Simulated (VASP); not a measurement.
# Ti3Al (P-6m2) in VASP: notebook

Ti3Al is run at these levels: PBE; tasks: single point.

Everything below comes from runs of VASP 6.6.1. Logs are shortened: lines on timing, memory, paths and dates and some standing lists are left out, and cuts for length are marked.

## (1) The cell of the first run

Symmetry: P-6m2, No. 187, hexagonal system. The conventional cell has a = 2.956 Å, b = 2.956 Å, c = 9.067 Å, α = 90.00°, β = 90.00°, γ = 120.00°. Within 3.6 Å of Ti (site symmetry -6m2) lie 12 Ti at 2.76 to 2.96 Å. Ti (site symmetry 3m) has 9 Ti at 2.76 to 2.96 Å and 3 Al at 2.92 Å within 3.6 Å. Within 3.8 Å of Al (site symmetry -6m2) lie 6 Ti at 2.92 Å and 6 Al at 2.96 Å.

## (2) Single point, PBE

INCAR

```
SYSTEM = Ti3Al
  PREC = Accurate
  ENCUT = 520
  EDIFF = 1E-6
  ISMEAR = 0
  SIGMA = 0.15
  LREAL = .FALSE.
  LASPH = .TRUE.
  NELM = 60
  ALGO = Fast
  ISIF = 2
  LWAVE = .FALSE.
  LCHARG = .FALSE.
  GGA = PE
  NBANDS = 28
```

KPOINTS

```
Automatic mesh
0
G
  15 15 6
  0 0 0
```

POSCAR

```
Ti3Al
1.0
    2.9562683061      0.0000000000      0.0000000000
   -1.4781341530      2.5602034534      0.0000000000
    0.0000000000      0.0000000000      9.0665792679
Ti Al
3 1
Direct
    0.6666666667      0.3333333333      0.0000000000
    0.3333333333      0.6666666667      0.7612900095
    0.3333333333      0.6666666667      0.2387099905
    0.6666666667      0.3333333333      0.5000000000
```

Potentials or basis: VASP PAW PBE potentials, release 64 (Ti_sv, Al).

Command:

```
$ cat potpaw_PBE.64/Ti_sv/POTCAR potpaw_PBE.64/Al/POTCAR > POTCAR
$ mpirun -np 1 vasp_std > vasp.out
```

OUTCAR:

```text
SYSTEM = Ti3Al
   PREC = Accurate
   ENCUT = 520
   EDIFF = 1E-6
   ISMEAR = 0
   LREAL = .FALSE.
   LASPH = .TRUE.
   NELM = 60
   ISIF = 2
   GGA = PE

 ion  position               nearest neighbor table
   1  0.667  0.333  0.000-   2 2.76   3 2.76   2 2.76   3 2.76   2 2.76   3 2.76
   2  0.333  0.667  0.761-   1 2.76   1 2.76   1 2.76   4 2.92   4 2.92   4 2.92
   3  0.333  0.667  0.239-   1 2.76   1 2.76   1 2.76   4 2.92   4 2.92   4 2.92
   4  0.667  0.333  0.500-   2 2.92   3 2.92   2 2.92   3 2.92   2 2.92   3 2.92

  LATTYP: Found a hexagonal cell.
 ALAT       =     2.9562683061
 C/A-ratio  =     3.0669000000

  Lattice vectors:

 A1 = (   2.9562683061,   0.0000000000,   0.0000000000)
 A2 = (  -1.4781341530,   2.5602034534,   0.0000000000)
 A3 = (   0.0000000000,   0.0000000000,   9.0665792679)

Analysis of symmetry for initial positions (statically):
=====================================================================
 Subroutine PRICEL returns:
 Original cell was already a primitive cell.

 Routine SETGRP: Setting up the symmetry group for a
 hexagonal supercell.

 Subroutine GETGRP returns: Found 12 space group operations
 (whereof 12 operations were pure point group operations)
 out of a pool of 24 trial point group operations.

The static configuration has the point symmetry D_3h.

Analysis of symmetry for dynamics (positions and initial velocities):
=====================================================================
 Subroutine PRICEL returns:
 Original cell was already a primitive cell.

 Routine SETGRP: Setting up the symmetry group for a
 hexagonal supercell.

 Subroutine GETGRP returns: Found 12 space group operations
 (whereof 12 operations were pure point group operations)
 out of a pool of 24 trial point group operations.

The dynamic configuration has the point symmetry D_3h.

 Subroutine INISYM returns: Found 12 space group operations
 (whereof 12 operations are pure point group operations),
 and found     1 'primitive' translations

----------------------------------------------------------------------------------------

                                     Primitive cell

  volume of cell :      68.6218

  direct lattice vectors                    reciprocal lattice vectors
     2.956268306  0.000000000  0.000000000     0.338264290  0.195296979  0.000000000
    -1.478134153  2.560203453  0.000000000     0.000000000  0.390593958  0.000000000
     0.000000000  0.000000000  9.066579268     0.000000000  0.000000000  0.110295181

  length of vectors
     2.956268306  2.956268306  9.066579268     0.390593958  0.390593958  0.110295181

  position of ions in fractional coordinates (direct lattice)
     0.666666667  0.333333333  0.000000000
     0.333333333  0.666666667  0.761290010
     0.333333333  0.666666667  0.238709990
     0.666666667  0.333333333  0.500000000

  ion indices of the primitive-cell ions
   primitive index   ion index
                 1           1
                 2           2
                 3           3
                 4           4

----------------------------------------------------------------------------------------

 KPOINTS: Automatic mesh

Automatic generation of k-mesh.
 Grid dimensions read from file:
 generate k-points for:   15   15    6

 Generating k-lattice:

  Cartesian coordinates                     Fractional coordinates (reciprocal lattice)
     0.022550953  0.013019799  0.000000000     0.066666667 -0.000000000  0.000000000
     0.000000000  0.026039597  0.000000000     0.000000000  0.066666667  0.000000000
     0.000000000  0.000000000  0.018382530     0.000000000  0.000000000  0.166666667

  Length of vectors
     0.026039597  0.026039597  0.018382530

  Shift w.r.t. Gamma in fractional coordinates (k-lattice)
     0.000000000  0.000000000  0.000000000

 Subroutine IBZKPT returns following result:
 ===========================================

 Found    108 irreducible k-points:

 Following reciprocal coordinates:
            Coordinates               Weight
  0.000000  0.000000  0.000000      1.000000
  0.066667 -0.000000  0.000000      6.000000
  0.133333  0.000000  0.000000      6.000000
  0.200000  0.000000  0.000000      6.000000
  0.266667  0.000000  0.000000      6.000000
  0.333333  0.000000  0.000000      6.000000
[... 16 lines left out ...]
  0.333333  0.200000  0.000000     12.000000
  0.400000  0.200000  0.000000      6.000000
 [... further k-points ...]
   k-points           NKPTS =    108   k-points in BZ     NKDIM =    108   number of bands    NBANDS=     28
   number of dos      NEDOS =    301   number of ions     NIONS =      4
   total plane-waves  NPLWV =  40320
   dimension x,y,z NGX =    24 NGY =   24 NGZ =   70
   dimension x,y,z NGXF=    48 NGYF=   48 NGZF=  140
   ions per type =               3   1
   NGX,Y,Z   is equivalent  to a cutoff of  13.50, 13.50, 12.84 a.u.
   NGXF,Y,Z  is equivalent  to a cutoff of  26.99, 26.99, 25.67 a.u.
 SYSTEM =  Ti3Al
   PREC   = accura    normal or accurate (medium, high low for compatibility)
   ISTART =      0    job   : 0-new  1-cont  2-samecut
   ICHARG =      2    charge: 1-file 2-atom 10-const
   ISPIN  =      1    spin polarized calculation?
   LNONCOLLINEAR =      F non collinear calculations
   LSORBIT =      F    spin-orbit coupling
   LASPH  =      T    aspherical Exc in radial PAW
   ENCUT  =  520.0 eV  38.22 Ry    6.18 a.u.   5.50  5.50 16.86*2*pi/ulx,y,z
   NELM   =     60;   NELMIN=  2; NELMDL= -5     # of ELM steps
   EDIFF  = 0.1E-05   stopping-criterion for ELM
   LREAL  =      F    real-space projection
   EDIFFG = 0.1E-04   stopping-criterion for IOM
   NSW    =      0    number of steps for IOM
   IBRION =     -1    ionic relax: 0-MD 1-quasi-New 2-CG
   NFREE  =      0    steps in history (QN), initial steepest desc. (CG)
   ISIF   =      2    stress and relaxation
   ISYM   =      2    0-nonsym 1-usesym 2-fastsym
   POTIM  = 0.5000    time-step for ionic-motion
   TEBEG  =    0.0;   TEEND  =   0.0 temperature during run
   PSTRESS=    0.0 pullay stress
   NELECT =      39.0000    total number of electrons
   NUPDOWN=      -1.0000    fix difference up-down
   EMIN   =  10.00;   EMAX   =-10.00  energy-range for DOS
   EFERMI =   0.00;   METHOD = LEGACY
   ISMEAR =     0;   SIGMA  =   0.15  broadening in eV -4-tet -1-fermi 0-gaus
   EFERMI_NEDOS =   21; number of points for ismear=-14 and -15
   IALGO  =     68    algorithm
   IMIX   =      4    mixing-type and parameters
     AMIX     =   0.40;   BMIX     =  1.00
     AMIX_MAG =   1.60;   BMIX_MAG =  1.00
  volume/ion in A,a.u.               =      17.16       115.77
  Fermi-wavevector in a.u.,A,eV,Ry     =   1.356050  2.562563 25.019375  1.838872
  Thomas-Fermi vector in A             =   2.483086
   LORBIT       =      0    0 simple, 1 ext, 2 COOP (PROOUT), +10 PAW based schemes
   GGA     = PE    functional components
   LHFCALC =     F    Hartree Fock is set to
   AEXX    =    0.0000 exact exchange contribution
   IVDW    =     0    specifies the selected vdW correction
   LEPSILON=     F    determine dielectric tensor
   LRPA    =     F    only Hartree local field effects (RPA)
 non-spin polarized calculation
 RMM-DIIS sequential band-by-band and
 Gauss-broadening in eV      SIGMA  =   0.15
  energy-cutoff  :      520.00
  volume of cell :       68.62
 maximum number of plane-waves:      1905
 NGX is ok and might be reduce to    24
   NGX = 11   NGY = 11   NGZ = 33

 number of electron      38.9999998 magnetization

 Free energy of the ion-electron system (eV)
  ---------------------------------------------------
  ext. energy  EPLUGINS =         0.00000000
  ---------------------------------------------------
  free energy    TOTEN  =       -27.69861743 eV

  energy without entropy =      -27.66123784  energy(sigma->0) =      -27.67992764

 E-fermi :   7.9746     XC(G=0): -11.1759

 val. band max:        7.9712546481   @ k =   0.2000   0.2000   0.5000
 cond. band min:       7.9765357567   @ k =   0.2000   0.0000   0.3333
 fundamental gap:      0.0052811086
 Fermi energy:         7.9745940877

 k-point     1 :       0.0000    0.0000    0.0000
  band No.  band energies     occupation
      1     -48.7700      2.00000
      2     -48.7286      2.00000
      3     -48.5782      2.00000
      4     -25.3378      2.00000
      5     -25.0621      2.00000
      6     -24.7318      2.00000
[... 20 lines left out ...]
     27       9.9472      0.00000
     28      10.7710      0.00000

 k-point     2 :       0.0667   -0.0000    0.0000
  band No.  band energies     occupation
      1     -48.7659      2.00000
      2     -48.7258      2.00000
      3     -48.5766      2.00000
      4     -25.3300      2.00000
      5     -25.0643      2.00000
      6     -24.7492      2.00000
[... 20 lines left out ...]
     27       9.9139      0.00000
     28      10.7536      0.00000

 k-point     3 :       0.1333    0.0000    0.0000
  band No.  band energies     occupation
      1     -48.7542      2.00000
      2     -48.7177      2.00000
      3     -48.5722      2.00000
      4     -25.3078      2.00000
      5     -25.0728      2.00000
      6     -24.8007      2.00000
[... 20 lines left out ...]
     27       9.8587      0.00000
     28      10.7161      0.00000

 k-point     4 :       0.2000    0.0000    0.0000
  band No.  band energies     occupation
      1     -48.7367      2.00000
      2     -48.7058      2.00000
      3     -48.5659      2.00000
      4     -25.2756      2.00000
      5     -25.0929      2.00000
      6     -24.8840      2.00000
[... 20 lines left out ...]
     27       9.9252      0.00000
     28      10.7312      0.00000

 k-point     5 :       0.2667    0.0000    0.0000
  band No.  band energies     occupation
      1     -48.7160      2.00000
      2     -48.6922      2.00000
      3     -48.5592      2.00000
      4     -25.2427      2.00000
      5     -25.1299      2.00000
      6     -24.9646      2.00000
[... 20 lines left out ...]
     27      10.2109      0.00000
     28      10.8402      0.00000

 k-point     6 :       0.3333    0.0000    0.0000
  band No.  band energies     occupation
      1     -48.6956      2.00000
      2     -48.6790      2.00000
      3     -48.5534      2.00000
      4     -25.2268      2.00000
      5     -25.1802      2.00000
      6     -25.0248      2.00000
[... 463 lines left out ...]
      5     -25.1623      2.00000
      6     -25.0251      2.00000
[... 20 lines left out ...]
     27      10.9663      0.00000
     28      10.9886      0.00000

 k-point    22 :       0.2667    0.2000    0.0000
  band No.  band energies     occupation
      1     -48.6748      2.00000
      2     -48.6662      2.00000
      3     -48.5484      2.00000
      4     -25.2029      2.00000
      5     -25.1878      2.00000
      6     -25.0677      2.00000
[... 20 lines left out ...]
     27      10.9521      0.00000
     28      11.2271      0.00000

 k-point    23 :       0.3333    0.2000    0.0000
  band No.  band energies     occupation
      1     -48.6637      2.00000
      2     -48.6596      2.00000
      3     -48.5463      2.00000
      4     -25.2079      2.00000
      5     -25.2054      2.00000
      6     -25.0895      2.00000
[... 20 lines left out ...]
     27      10.9554      0.00000
     28      11.4633      0.00000

 k-point    24 :       0.4000    0.2000    0.0000
  band No.  band energies     occupation
      1     -48.6597      2.00000
      2     -48.6573      2.00000
      3     -48.5457      2.00000
      4     -25.2159      2.00000
      5     -25.2074      2.00000
      6     -25.0950      2.00000
[... 20 lines left out ...]
     27      10.9413      0.00000
     28      11.5733      0.00000

 [... further k-points ...]

------------------------ aborting loop because EDIFF is reached ----------------------------------------

  FORCE on cell =-STRESS in cart. coord.  units (eV):
  Direction    XX          YY          ZZ          XY          YZ          ZX
  --------------------------------------------------------------------------------------
  -------------------------------------------------------------------------------------
  Total       -0.2476710     -0.2476710      1.4493095     -0.0000000      0.0000000      0.0000000
  in kB       -5.7826109     -5.7826109     33.8384076     -0.0000000      0.0000000      0.0000000
  external PRESSURE =       7.4243952 kB  Pullay stress =       0.0000000 kB

 VOLUME and BASIS-vectors are now :
 -----------------------------------------------------------------------------
  energy-cutoff  :      520.00
  volume of cell :       68.62
      direct lattice vectors                 reciprocal lattice vectors
     2.956268306  0.000000000  0.000000000     0.338264290  0.195296979  0.000000000
    -1.478134153  2.560203453  0.000000000     0.000000000  0.390593958  0.000000000
     0.000000000  0.000000000  9.066579268     0.000000000  0.000000000  0.110295181

 POSITION                                       TOTAL-FORCE (eV/Angst)
 -----------------------------------------------------------------------------------
      1.47813      0.85340      0.00000        -0.000000      0.000000      0.000000
     -0.00000      1.70680      6.90230         0.000000     -0.000000     -0.830368
     -0.00000      1.70680      2.16428        -0.000000     -0.000000      0.830368
      1.47813      0.85340      4.53329         0.000000     -0.000000      0.000000
 -----------------------------------------------------------------------------------
    total drift:                                0.000000     -0.000000      0.000000

  FREE ENERGIE OF THE ION-ELECTRON SYSTEM (eV)
  ---------------------------------------------------
  free  energy   TOTEN  =       -27.6986174343 eV

  energy  without entropy=      -27.6612378447  energy(sigma->0) =      -27.67992764
```

Run time: 9.9 min. Hardware: 1 thread of Intel Xeon Platinum 8488C (Sapphire Rapids), shared host; peak memory 0.31 GiB.

Results:

```yaml
Free_energy: -27.6986 eV
Pressure: 0.7 GPa
Largest_force: 0.830 eV/Å
Band_gap_on_the_k_mesh: zero (an odd number of electrons rules out a gap without spin polarisation)
```

Forces on the atoms (eV/Å):
```
Ti   0.000  0.000  0.000
Ti   0.000  0.000 -0.830
Ti   0.000  0.000  0.830
Al   0.000  0.000  0.000
```

Stress tensor (GPa, compression positive):
```
-0.58  0.00  0.00
 0.00 -0.58  0.00
 0.00  0.00  3.38
```

(Continued in part 2 of 2.)
